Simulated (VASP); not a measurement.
# NaI (I4/mmm) in VASP: a series of runs

NaI is run at these levels: PBE; tasks: single point.

All numbers are computed with VASP 6.6.1; they aren't measurements. Logs are shortened: lines on timing, memory, paths and dates and some standing lists are left out, and cuts for length are marked.

**1. The cell of the first run**

The structure is tetragonal, space group I4/mmm (No. 139). The conventional cell has a = 4.434 Å, b = 4.434 Å, c = 6.897 Å, α = 90.00°, β = 90.00°, γ = 90.00°. Within 4.1 Å of Na (site symmetry 4/mmm) lie 6 I at 3.14 to 3.45 Å. Within 4.1 Å of I (site symmetry 4/mmm) lie 6 Na at 3.14 to 3.45 Å.

**2. Single point, PBE**

File INCAR:

```
PREC     = Accurate       # precision mode
ENCUT    = 520            # plane-wave cutoff, eV
EDIFF    = 1E-6           # SCF threshold, eV
ISMEAR   = 0              # smearing method
SIGMA    = 0.05           # smearing width, eV
LREAL    = F              # projectors in reciprocal space
LASPH    = T              # aspherical terms in the spheres
NELM     = 60             # most SCF steps
ALGO     = Normal         # electronic algorithm
ISIF     = 2              # what is computed and relaxed
LWAVE    = F              # write WAVECAR
LCHARG   = F              # write CHGCAR
GGA      = PE             # functional
NBANDS   = 14             # bands
```

File KPOINTS:

```
regular mesh
0
Gamma
  8 8 8
```

File POSCAR:

```
NaI
1.0
    0.0000000000      3.1351955264      3.4487150791
    3.1351955264      0.0000000000      3.4487150791
    3.1351955264      3.1351955264      0.0000000000
Na I
1 1
Direct
    0.0000000000      0.0000000000      0.0000000000
    0.5000000000      0.5000000000      0.5000000000
```

Potentials or basis: VASP PAW PBE potentials, release 64 (Na_pv, I).

Command:

```console
cat potpaw_PBE.64/Na_pv/POTCAR potpaw_PBE.64/I/POTCAR > POTCAR
mpirun -np 1 vasp_std > vasp.out
```

OUTCAR:

```text
PREC = Accurate
   ENCUT = 520
   EDIFF = 1E-6
   ISMEAR = 0
   LREAL = F
   LASPH = T
   NELM = 60
   ISIF = 2
   GGA = PE

 ion  position               nearest neighbor table
   1  0.000  0.000  0.000-   2 3.14   2 3.14   2 3.14   2 3.14
   2  0.500  0.500  0.500-   1 3.14   1 3.14   1 3.14   1 3.14

  LATTYP: Found a body centered tetragonal cell.
 ALAT       =     4.4338360341
 C/A-ratio  =     1.5556349186

  Lattice vectors:

 A1 = (  -3.1351955264,   0.0000000000,   3.4487150791)
 A2 = (   3.1351955264,   0.0000000000,   3.4487150791)
 A3 = (   0.0000000000,   3.1351955264,  -3.4487150791)

Analysis of symmetry for initial positions (statically):
=====================================================================
 Subroutine PRICEL returns:
 Original cell was already a primitive cell.

 Routine SETGRP: Setting up the symmetry group for a
 body centered tetragonal supercell.

 Subroutine GETGRP returns: Found 16 space group operations
 (whereof 16 operations were pure point group operations)
 out of a pool of 16 trial point group operations.

The static configuration has the point symmetry D_4h.

Analysis of symmetry for dynamics (positions and initial velocities):
=====================================================================
 Subroutine PRICEL returns:
 Original cell was already a primitive cell.

 Routine SETGRP: Setting up the symmetry group for a
 body centered tetragonal supercell.

 Subroutine GETGRP returns: Found 16 space group operations
 (whereof 16 operations were pure point group operations)
 out of a pool of 16 trial point group operations.

The dynamic configuration has the point symmetry D_4h.

 Subroutine INISYM returns: Found 16 space group operations
 (whereof 16 operations are pure point group operations),
 and found     1 'primitive' translations

----------------------------------------------------------------------------------------

                                     Primitive cell

  volume of cell :      67.7980

  direct lattice vectors                    reciprocal lattice vectors
     0.000000000  3.135195526  3.448715079    -0.159479687  0.159479687  0.144981533
     3.135195526  0.000000000  3.448715079     0.159479687 -0.159479687  0.144981533
     3.135195526  3.135195526  0.000000000     0.159479687  0.159479687 -0.144981533

  length of vectors
     4.660803223  4.660803223  4.433836034     0.268117858  0.268117858  0.268117858

  position of ions in fractional coordinates (direct lattice)
     0.000000000  0.000000000  0.000000000
     0.500000000  0.500000000  0.500000000

  ion indices of the primitive-cell ions
   primitive index   ion index
                 1           1
                 2           2

----------------------------------------------------------------------------------------

 KPOINTS: regular mesh

Automatic generation of k-mesh.
 Grid dimensions read from file:
 generate k-points for:    8    8    8

 Generating k-lattice:

  Cartesian coordinates                     Fractional coordinates (reciprocal lattice)
    -0.019934961  0.019934961  0.018122692     0.125000000  0.000000000  0.000000000
     0.019934961 -0.019934961  0.018122692     0.000000000  0.125000000  0.000000000
     0.019934961  0.019934961 -0.018122692     0.000000000  0.000000000  0.125000000

  Length of vectors
     0.033514732  0.033514732  0.033514732

  Shift w.r.t. Gamma in fractional coordinates (k-lattice)
     0.000000000  0.000000000  0.000000000

 Subroutine IBZKPT returns following result:
 ===========================================

 Found     59 irreducible k-points:

 Following reciprocal coordinates:
            Coordinates               Weight
  0.000000  0.000000  0.000000      1.000000
  0.125000  0.000000  0.000000      8.000000
  0.250000  0.000000  0.000000      8.000000
  0.375000  0.000000  0.000000      8.000000
  0.500000  0.000000  0.000000      4.000000
  0.125000  0.125000  0.000000      2.000000
[... 16 lines left out ...]
  0.250000  0.000000  0.125000     16.000000
  0.375000  0.000000  0.125000     16.000000
 [... further k-points ...]
   k-points           NKPTS =     59   k-points in BZ     NKDIM =     59   number of bands    NBANDS=     14
   number of dos      NEDOS =    301   number of ions     NIONS =      2
   total plane-waves  NPLWV =  46656
   dimension x,y,z NGX =    36 NGY =   36 NGZ =   36
   dimension x,y,z NGXF=    72 NGYF=   72 NGZF=   72
   ions per type =               1   1
   NGX,Y,Z   is equivalent  to a cutoff of  12.84, 12.84, 13.50 a.u.
   NGXF,Y,Z  is equivalent  to a cutoff of  25.68, 25.68, 27.00 a.u.
 SYSTEM =  unknown system
   PREC   = accura    normal or accurate (medium, high low for compatibility)
   ISTART =      0    job   : 0-new  1-cont  2-samecut
   ICHARG =      2    charge: 1-file 2-atom 10-const
   ISPIN  =      1    spin polarized calculation?
   LNONCOLLINEAR =      F non collinear calculations
   LSORBIT =      F    spin-orbit coupling
   LASPH  =      T    aspherical Exc in radial PAW
   ENCUT  =  520.0 eV  38.22 Ry    6.18 a.u.   8.67  8.67  8.24*2*pi/ulx,y,z
   NELM   =     60;   NELMIN=  2; NELMDL= -5     # of ELM steps
   EDIFF  = 0.1E-05   stopping-criterion for ELM
   LREAL  =      F    real-space projection
   EDIFFG = 0.1E-04   stopping-criterion for IOM
   NSW    =      0    number of steps for IOM
   IBRION =     -1    ionic relax: 0-MD 1-quasi-New 2-CG
   NFREE  =      0    steps in history (QN), initial steepest desc. (CG)
   ISIF   =      2    stress and relaxation
   ISYM   =      2    0-nonsym 1-usesym 2-fastsym
   POTIM  = 0.5000    time-step for ionic-motion
   TEBEG  =    0.0;   TEEND  =   0.0 temperature during run
   PSTRESS=    0.0 pullay stress
   NELECT =      14.0000    total number of electrons
   NUPDOWN=      -1.0000    fix difference up-down
   EMIN   =  10.00;   EMAX   =-10.00  energy-range for DOS
   EFERMI =   0.00;   METHOD = LEGACY
   ISMEAR =     0;   SIGMA  =   0.05  broadening in eV -4-tet -1-fermi 0-gaus
   EFERMI_NEDOS =   21; number of points for ismear=-14 and -15
   IALGO  =     38    algorithm
   IMIX   =      4    mixing-type and parameters
     AMIX     =   0.40;   BMIX     =  1.00
     AMIX_MAG =   1.60;   BMIX_MAG =  1.00
  volume/ion in A,a.u.               =      33.90       228.76
  Fermi-wavevector in a.u.,A,eV,Ry     =   0.967636  1.828567 12.739397  0.936319
  Thomas-Fermi vector in A             =   2.097538
   LORBIT       =      0    0 simple, 1 ext, 2 COOP (PROOUT), +10 PAW based schemes
   GGA     = PE    functional components
   LHFCALC =     F    Hartree Fock is set to
   AEXX    =    0.0000 exact exchange contribution
   IVDW    =     0    specifies the selected vdW correction
   LEPSILON=     F    determine dielectric tensor
   LRPA    =     F    only Hartree local field effects (RPA)
 non-spin polarized calculation
 Gauss-broadening in eV      SIGMA  =   0.05
  energy-cutoff  :      520.00
  volume of cell :       67.80
 maximum number of plane-waves:      1844
   NGX = 17   NGY = 17   NGZ = 17

 number of electron      13.9999996 magnetization

 Free energy of the ion-electron system (eV)
  ---------------------------------------------------
  ext. energy  EPLUGINS =         0.00000000
  ---------------------------------------------------
  free energy    TOTEN  =        -5.35514813 eV

  energy without entropy =       -5.35514813  energy(sigma->0) =       -5.35514813

 E-fermi :   1.1151     XC(G=0):  -7.6927

 val. band max:        0.8403405180   @ k =   0.0000   0.0000   0.0000
 cond. band min:       4.4621280932   @ k =   0.0000   0.0000   0.0000
 fundamental gap:      3.6217875752
 Fermi energy:         1.1151095643

 k-point     1 :       0.0000    0.0000    0.0000
  band No.  band energies     occupation
      1     -21.6262      2.00000
      2     -21.6168      2.00000
      3     -21.6168      2.00000
      4     -10.2257      2.00000
      5       0.7720      2.00000
      6       0.7720      2.00000
      7       0.8403      2.00000
      8       4.4621      0.00000
      9       8.3512      0.00000
     10       8.9850      0.00000
     11       8.9850      0.00000
     12       9.9759      0.00000
     13      11.0811      0.00000
     14      11.2925      0.00000

 k-point     2 :       0.1250    0.0000    0.0000
  band No.  band energies     occupation
      1     -21.6264      2.00000
      2     -21.6175      2.00000
      3     -21.6168      2.00000
      4     -10.1821      2.00000
      5       0.3281      2.00000
      6       0.7459      2.00000
      7       0.7609      2.00000
      8       4.9785      0.00000
      9       8.3329      0.00000
     10       8.6911      0.00000
     11       9.1572      0.00000
     12       9.7298      0.00000
     13      10.5400      0.00000
     14      11.6873      0.00000

 k-point     3 :       0.2500    0.0000    0.0000
  band No.  band energies     occupation
      1     -21.6270      2.00000
      2     -21.6192      2.00000
      3     -21.6167      2.00000
      4     -10.0725      2.00000
      5      -0.5017      2.00000
      6       0.6149      2.00000
      7       0.6852      2.00000
      8       5.7403      0.00000
      9       8.2048      0.00000
     10       8.5190      0.00000
     11       9.1751      0.00000
     12      10.2513      0.00000
     13      10.4675      0.00000
     14      11.3555      0.00000
[... 324 lines left out ...]
 k-point    23 :       0.2500    0.0000    0.1250
  band No.  band energies     occupation
      1     -21.6267      2.00000
      2     -21.6191      2.00000
      3     -21.6172      2.00000
      4     -10.0718      2.00000
      5      -0.3388      2.00000
      6       0.5003      2.00000
      7       0.6042      2.00000
      8       5.9065      0.00000
      9       7.7715      0.00000
     10       8.7194      0.00000
     11       9.0707      0.00000
     12       9.7686      0.00000
     13      10.7875      0.00000
     14      12.2989      0.00000

 k-point    24 :       0.3750    0.0000    0.1250
  band No.  band energies     occupation
      1     -21.6274      2.00000
      2     -21.6207      2.00000
      3     -21.6171      2.00000
      4      -9.9589      2.00000
      5      -0.9727      2.00000
      6       0.4221      2.00000
      7       0.4471      2.00000
      8       6.2477      0.00000
      9       8.0195      0.00000
     10       8.3171      0.00000
     11       8.8030      0.00000
     12      10.8395      0.00000
     13      11.9820      0.00000
     14      12.1293      0.00000

 [... further k-points ...]

------------------------ aborting loop because EDIFF is reached ----------------------------------------

  FORCE on cell =-STRESS in cart. coord.  units (eV):
  Direction    XX          YY          ZZ          XY          YZ          ZX
  --------------------------------------------------------------------------------------
  -------------------------------------------------------------------------------------
  Total        0.6371208      0.6371208     -0.2750562      0.0000000     -0.0000000     -0.0000000
  in kB       15.0562138     15.0562138     -6.5000323      0.0000000     -0.0000000     -0.0000000
  external PRESSURE =       7.8707985 kB  Pullay stress =       0.0000000 kB

 VOLUME and BASIS-vectors are now :
 -----------------------------------------------------------------------------
  energy-cutoff  :      520.00
  volume of cell :       67.80
      direct lattice vectors                 reciprocal lattice vectors
     0.000000000  3.135195526  3.448715079    -0.159479687  0.159479687  0.144981533
     3.135195526  0.000000000  3.448715079     0.159479687 -0.159479687  0.144981533
     3.135195526  3.135195526  0.000000000     0.159479687  0.159479687 -0.144981533

 POSITION                                       TOTAL-FORCE (eV/Angst)
 -----------------------------------------------------------------------------------
      0.00000      0.00000      0.00000        -0.000000      0.000000      0.000000
      3.13520      3.13520      3.44872         0.000000     -0.000000      0.000000
 -----------------------------------------------------------------------------------
    total drift:                                0.000000      0.000000      0.000000

  FREE ENERGIE OF THE ION-ELECTRON SYSTEM (eV)
  ---------------------------------------------------
  free  energy   TOTEN  =        -5.3551481294 eV

  energy  without entropy=       -5.3551481294  energy(sigma->0) =       -5.35514813
```

It took 47 s on 1 thread of Intel Xeon Platinum 8259CL at 2.50GHz (Skylake/Cascade Lake), shared host; peak memory 0.23 GiB.

Results:

```
Free energy            : -5.3551 eV
Pressure               : 0.8 GPa
Band gap on the k mesh : 3.62 eV, direct
```

Levels at points of the mesh, in eV from the valence-band top:
| k point | band 4 | band 5 | band 6 | band 7 | band 8 | band 9 | band 10 | band 11 |
| --- | --- | --- | --- | --- | --- | --- | --- | --- |
| (0.00, 0.00, 0.00) | -11.07 | -0.07 | -0.07 | 0.00 | 3.62 | 7.51 | 8.14 | 8.14 |
| (0.50, 0.00, 0.00) | -10.75 | -2.23 | -0.41 | -0.24 | 5.04 | 7.14 | 7.79 | 8.71 |
| (0.50, 0.50, 0.00) | -10.74 | -1.94 | -0.63 | -0.63 | 4.59 | 5.68 | 9.36 | 11.56 |
| (0.50, 0.00, 0.50) | -10.64 | -1.94 | -1.05 | -0.66 | 4.46 | 5.48 | 10.03 | 10.42 |

Caveat: spin-orbit coupling is left out, which moves the levels of the heavy elements.

**3. Single point, PBE**

This run uses another cell than the first one, of the same volume but with other edges.

File INCAR:

```
SYSTEM = NaI
  ALGO = Normal
  EDIFF = 1E-6
  ENCUT = 520
  GGA = PE
  ISIF = 2
  ISMEAR = 0
  LASPH = .True.
  LCHARG = .False.
  LREAL = .False.
  LWAVE = .False.
  NBANDS = 14
  NELM = 100
  PREC = Accurate
  SIGMA = 0.05
```

File KPOINTS:

```
k-points
0
Gamma
  8 8 8
  0 0 0
```

File POSCAR:

```
NaI
1.0
    0.0000000000      3.7361508850      2.4284980752
    3.7361508850      0.0000000000      2.4284980752
    3.7361508850      3.7361508850      0.0000000000
Na I
1 1
Direct
    0.0000000000      0.0000000000      0.0000000000
    0.5000000000      0.5000000000      0.5000000000
```

Potentials or basis: VASP PAW PBE potentials, release 64 (Na_pv, I).

Command:

```console
cat potpaw_PBE.64/Na_pv/POTCAR potpaw_PBE.64/I/POTCAR > POTCAR
mpirun -np 1 vasp_std > vasp.out
```

It took 50 s on 1 thread of Intel Xeon Platinum 8259CL at 2.50GHz (Skylake/Cascade Lake), shared host; peak memory 0.24 GiB.

The run converged. Its results:

| Property | Result |
| --- | --- |
| Free energy | -3.9235 eV |
| Pressure | 11.5 GPa |
| Band gap on the k mesh | 3.75 eV, indirect (least direct gap 3.78 eV) |

Stress tensor (GPa, compression positive):
```
-0.25  0.00  0.00
 0.00 -0.25  0.00
 0.00  0.00 35.09
```

Levels at points of the mesh, in eV from the valence-band top:
```tsv
k point	band 3	band 4	band 5	band 6	band 7	band 8	band 9	band 10	band 11	band 12
(0.00, 0.00, 0.00)	-22.35	-11.28	-0.38	-0.03	-0.03	3.75	7.54	7.94	7.94	10.23
(0.50, 0.00, 0.00)	-22.35	-10.81	-2.34	-0.72	-0.47	4.91	6.22	8.70	10.22	10.53
(0.50, 0.50, 0.00)	-22.35	-10.81	-1.43	-1.43	-1.37	4.92	5.60	10.66	10.66	11.38
(0.50, 0.00, 0.50)	-22.35	-11.01	-2.08	-0.84	0.00	5.31	6.73	8.67	9.73	9.74
```

Caveat: spin-orbit coupling is left out, which moves the levels of the heavy elements. A k mesh can miss the band edges.
